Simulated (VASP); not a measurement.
# CaO (P6_3/mmc) in VASP: further runs, part 2 of 2

VASP 6.6.1. The steps go on from the part before.

## 6. Single point, PBE (15.80 Å³/atom)

This run uses another cell than the first one, of 15.80 Å³/atom.

The input, INCAR:

```
SYSTEM = CaO
PREC = Accurate
ENCUT = 520
EDIFF = 1E-6
ISMEAR = 0
SIGMA = 0.05
LREAL = .False.
LASPH = .True.
NELM = 60
ALGO = Normal
ISIF = 2
LWAVE = .False.
LCHARG = .False.
GGA = PE
NBANDS = 24
```

The input, KPOINTS:

```
Automatic mesh
0
Gamma
  9 9 6
  0 0 0
```

The input, POSCAR:

```
CaO
1.0
    3.9852425202      0.0000000000      0.0000000000
   -1.9926212601      3.4513212628      0.0000000000
    0.0000000000      0.0000000000      4.5957816743
Ca O
2 2
Direct
    0.3333333333      0.6666666667      0.7500000000
    0.6666666667      0.3333333333      0.2500000000
    0.3333333333      0.6666666667      0.2500000000
    0.6666666667      0.3333333333      0.7500000000
```

Potentials or basis: VASP PAW PBE potentials, release 64 (Ca_sv, O).

Launch:

```console
$ cat potpaw_PBE.64/Ca_sv/POTCAR potpaw_PBE.64/O/POTCAR > POTCAR
$ mpirun -np 1 vasp_std > vasp.out
```

OUTCAR:

```text
SYSTEM = CaO
   PREC = Accurate
   ENCUT = 520
   EDIFF = 1E-6
   ISMEAR = 0
   LREAL = .False.
   LASPH = .True.
   NELM = 60
   ISIF = 2
   GGA = PE

 ion  position               nearest neighbor table
   1  0.333  0.667  0.750-   3 2.30   3 2.30   4 2.30   4 2.30   4 2.30
   2  0.667  0.333  0.250-   4 2.30   4 2.30   3 2.30   3 2.30   3 2.30
   3  0.333  0.667  0.250-   1 2.30   1 2.30   2 2.30   2 2.30   2 2.30
   4  0.667  0.333  0.750-   2 2.30   2 2.30   1 2.30   1 2.30   1 2.30

  LATTYP: Found a hexagonal cell.
 ALAT       =     3.9852425202
 C/A-ratio  =     1.1532000000

  Lattice vectors:

 A1 = (   3.9852425202,   0.0000000000,   0.0000000000)
 A2 = (  -1.9926212601,   3.4513212628,   0.0000000000)
 A3 = (   0.0000000000,   0.0000000000,   4.5957816743)

Analysis of symmetry for initial positions (statically):
=====================================================================
 Subroutine PRICEL returns:
 Original cell was already a primitive cell.

 Routine SETGRP: Setting up the symmetry group for a
 hexagonal supercell.

 Subroutine GETGRP returns: Found 24 space group operations
 (whereof 12 operations were pure point group operations)
 out of a pool of 24 trial point group operations.

The static configuration has the point symmetry D_3d.
 The point group associated with its full space group is D_6h.

Analysis of symmetry for dynamics (positions and initial velocities):
=====================================================================
 Subroutine PRICEL returns:
 Original cell was already a primitive cell.

 Routine SETGRP: Setting up the symmetry group for a
 hexagonal supercell.

 Subroutine GETGRP returns: Found 24 space group operations
 (whereof 12 operations were pure point group operations)
 out of a pool of 24 trial point group operations.

The dynamic configuration has the point symmetry D_3d.
 The point group associated with its full space group is D_6h.

 Subroutine INISYM returns: Found 24 space group operations
 (whereof 12 operations are pure point group operations),
 and found     1 'primitive' translations

----------------------------------------------------------------------------------------

                                     Primitive cell

  volume of cell :      63.2120

  direct lattice vectors                    reciprocal lattice vectors
     3.985242520  0.000000000  0.000000000     0.250925758  0.144872054  0.000000000
    -1.992621260  3.451321263  0.000000000     0.000000000  0.289744108  0.000000000
     0.000000000  0.000000000  4.595781674     0.000000000  0.000000000  0.217590841

  length of vectors
     3.985242520  3.985242520  4.595781674     0.289744108  0.289744108  0.217590841

  position of ions in fractional coordinates (direct lattice)
     0.333333333  0.666666667  0.750000000
     0.666666667  0.333333333  0.250000000
     0.333333333  0.666666667  0.250000000
     0.666666667  0.333333333  0.750000000

  ion indices of the primitive-cell ions
   primitive index   ion index
                 1           1
                 2           2
                 3           3
                 4           4

----------------------------------------------------------------------------------------

 KPOINTS: Automatic mesh

[... 24 lines left out ...]
  0.000000  0.000000  0.000000      1.000000
  0.111111  0.000000  0.000000      6.000000
  0.222222  0.000000  0.000000      6.000000
  0.333333 -0.000000  0.000000      6.000000
  0.444444  0.000000  0.000000      6.000000
  0.111111  0.111111  0.000000      6.000000
[... 16 lines left out ...]
  0.333333  0.222222  0.166667     24.000000
  0.333333  0.333333  0.166667      4.000000
 [... further k-points ...]
   k-points           NKPTS =     48   k-points in BZ     NKDIM =     48   number of bands    NBANDS=     24
   number of dos      NEDOS =    301   number of ions     NIONS =      4
   total plane-waves  NPLWV =  32400
   dimension x,y,z NGX =    30 NGY =   30 NGZ =   36
   dimension x,y,z NGXF=    60 NGYF=   60 NGZF=   72
   ions per type =               2   2
   NGX,Y,Z   is equivalent  to a cutoff of  12.51, 12.51, 13.02 a.u.
   NGXF,Y,Z  is equivalent  to a cutoff of  25.03, 25.03, 26.04 a.u.
 SYSTEM =  CaO
   PREC   = accura    normal or accurate (medium, high low for compatibility)
   ISTART =      0    job   : 0-new  1-cont  2-samecut
   ICHARG =      2    charge: 1-file 2-atom 10-const
   ISPIN  =      1    spin polarized calculation?
   LNONCOLLINEAR =      F non collinear calculations
   LSORBIT =      F    spin-orbit coupling
   LASPH  =      T    aspherical Exc in radial PAW
   ENCUT  =  520.0 eV  38.22 Ry    6.18 a.u.   7.41  7.41  8.55*2*pi/ulx,y,z
   NELM   =     60;   NELMIN=  2; NELMDL= -5     # of ELM steps
   EDIFF  = 0.1E-05   stopping-criterion for ELM
   LREAL  =      F    real-space projection
   EDIFFG = 0.1E-04   stopping-criterion for IOM
   NSW    =      0    number of steps for IOM
   IBRION =     -1    ionic relax: 0-MD 1-quasi-New 2-CG
   NFREE  =      0    steps in history (QN), initial steepest desc. (CG)
   ISIF   =      2    stress and relaxation
   ISYM   =      2    0-nonsym 1-usesym 2-fastsym
   POTIM  = 0.5000    time-step for ionic-motion
   TEBEG  =    0.0;   TEEND  =   0.0 temperature during run
   PSTRESS=    0.0 pullay stress
   NELECT =      32.0000    total number of electrons
   NUPDOWN=      -1.0000    fix difference up-down
   EMIN   =  10.00;   EMAX   =-10.00  energy-range for DOS
   EFERMI =   0.00;   METHOD = LEGACY
   ISMEAR =     0;   SIGMA  =   0.05  broadening in eV -4-tet -1-fermi 0-gaus
   EFERMI_NEDOS =   21; number of points for ismear=-14 and -15
   IALGO  =     38    algorithm
   IMIX   =      4    mixing-type and parameters
     AMIX     =   0.40;   BMIX     =  1.00
     AMIX_MAG =   1.60;   BMIX_MAG =  1.00
  volume/ion in A,a.u.               =      15.80       106.64
  Fermi-wavevector in a.u.,A,eV,Ry     =   1.304743  2.465607 23.161937  1.702354
  Thomas-Fermi vector in A             =   2.435658
   LORBIT       =      0    0 simple, 1 ext, 2 COOP (PROOUT), +10 PAW based schemes
   GGA     = PE    functional components
   LHFCALC =     F    Hartree Fock is set to
   AEXX    =    0.0000 exact exchange contribution
   IVDW    =     0    specifies the selected vdW correction
   LEPSILON=     F    determine dielectric tensor
   LRPA    =     F    only Hartree local field effects (RPA)
 non-spin polarized calculation
 Gauss-broadening in eV      SIGMA  =   0.05
  energy-cutoff  :      520.00
  volume of cell :       63.21
 maximum number of plane-waves:      1729
 NGX is ok and might be reduce to    30
   NGX = 15   NGY = 15   NGZ = 17

 number of electron      32.0000005 magnetization

 Free energy of the ion-electron system (eV)
  ---------------------------------------------------
  ext. energy  EPLUGINS =         0.00000000
  ---------------------------------------------------
  free energy    TOTEN  =       -25.23402975 eV

  energy without entropy =      -25.23402975  energy(sigma->0) =      -25.23402975

 E-fermi :   1.8765     XC(G=0):  -9.5778

 val. band max:        1.6461946870   @ k =   0.0000   0.0000   0.0000
 cond. band min:       4.8006853069   @ k =   0.0000   0.0000   0.0000
 fundamental gap:      3.1544906199
 Fermi energy:         1.8765057279

 k-point     1 :       0.0000    0.0000    0.0000
  band No.  band energies     occupation
      1     -35.9001      2.00000
      2     -35.7290      2.00000
      3     -17.2929      2.00000
      4     -17.0362      2.00000
      5     -17.0362      2.00000
      6     -16.7821      2.00000
[... 637 lines left out ...]
     23      10.1832      0.00000
     24      11.0395      0.00000

 [... further k-points ...]

------------------------ aborting loop because EDIFF is reached ----------------------------------------

  FORCE on cell =-STRESS in cart. coord.  units (eV):
  Direction    XX          YY          ZZ          XY          YZ          ZX
  --------------------------------------------------------------------------------------
  -------------------------------------------------------------------------------------
  Total        1.5378480      1.5378480      4.7346755      0.0000000      0.0000000      0.0000000
  in kB       38.9784411     38.9784411    120.0055341      0.0000000      0.0000000      0.0000000
  external PRESSURE =      65.9874721 kB  Pullay stress =       0.0000000 kB

 VOLUME and BASIS-vectors are now :
 -----------------------------------------------------------------------------
  energy-cutoff  :      520.00
  volume of cell :       63.21
      direct lattice vectors                 reciprocal lattice vectors
     3.985242520  0.000000000  0.000000000     0.250925758  0.144872054  0.000000000
    -1.992621260  3.451321263  0.000000000     0.000000000  0.289744108  0.000000000
     0.000000000  0.000000000  4.595781674     0.000000000  0.000000000  0.217590841

 POSITION                                       TOTAL-FORCE (eV/Angst)
 -----------------------------------------------------------------------------------
     -0.00000      2.30088      3.44684         0.000000     -0.000000      0.000000
      1.99262      1.15044      1.14895        -0.000000      0.000000      0.000000
     -0.00000      2.30088      1.14895         0.000000      0.000000      0.000000
      1.99262      1.15044      3.44684        -0.000000     -0.000000      0.000000
 -----------------------------------------------------------------------------------
    total drift:                                0.000000     -0.000000      0.000000

  FREE ENERGIE OF THE ION-ELECTRON SYSTEM (eV)
  ---------------------------------------------------
  free  energy   TOTEN  =       -25.2340297487 eV

  energy  without entropy=      -25.2340297487  energy(sigma->0) =      -25.23402975
```

stdout:

```text
POSCAR found type information on POSCAR CaO
 POSCAR found :  2 types and       4 ions
 scaLAPACK will be used
 LDA part: xc-table for (Slater+PW92), standard interpolation
 POSCAR, INCAR and KPOINTS ok, starting setup
 FFT: planning ... GRIDC
 FFT: planning ... GRID_SOFT
 FFT: planning ... GRID
 WAVECAR not read
 entering main loop
```

It took 86 s on 1 thread of Intel Xeon 8259CL, shared host; peak memory 0.18 GiB.

What came out:

```yaml
Free_energy: -25.2340 eV
Pressure: 6.6 GPa
Band_gap_on_the_k_mesh: 3.15 eV
```

Caveat: the stress differs along the axes, from 4 to 12 GPa.

## 7. Summary

```tsv
cell	gap on the mesh (eV)	pressure (GPa)
a = 4.055, b = 4.055, c = 4.315 Å, angles 90.0, 90.0, 120.0°, 4 atoms	2.71	14.4
a = 3.792, b = 3.792, c = 4.933 Å, angles 90.0, 90.0, 120.0°, 4 atoms	3.63	10.0
a = 3.895, b = 3.895, c = 4.676 Å, angles 90.0, 90.0, 120.0°, 4 atoms	3.42	9.2
a = 4.001, b = 4.001, c = 4.432 Å, angles 90.0, 90.0, 120.0°, 4 atoms	3.00	11.7
a = 3.985, b = 3.985, c = 4.596 Å, angles 90.0, 90.0, 120.0°, 4 atoms	3.15	6.6
```

Alike in all rows: task single point; level PBE; potentials or basis VASP PAW PBE potentials, release 64 (Ca_sv, O); no spin polarisation; k mesh 9 × 9 × 6; cutoff (eV) 520; smearing gaussian 0.05 eV.

Caveats: the stress differs along the axes, from 4 to 35 GPa (at least some runs); the stress differs along the axes, from 1 to 14 GPa (at least some runs); the cell stands under pressure (at least some runs); the stress differs along the axes, from 5 to 25 GPa (at least some runs); the stress differs along the axes, from 4 to 12 GPa (at least some runs).

Total energies depend on the potentials used, so only differences within one code and one set of settings carry meaning.
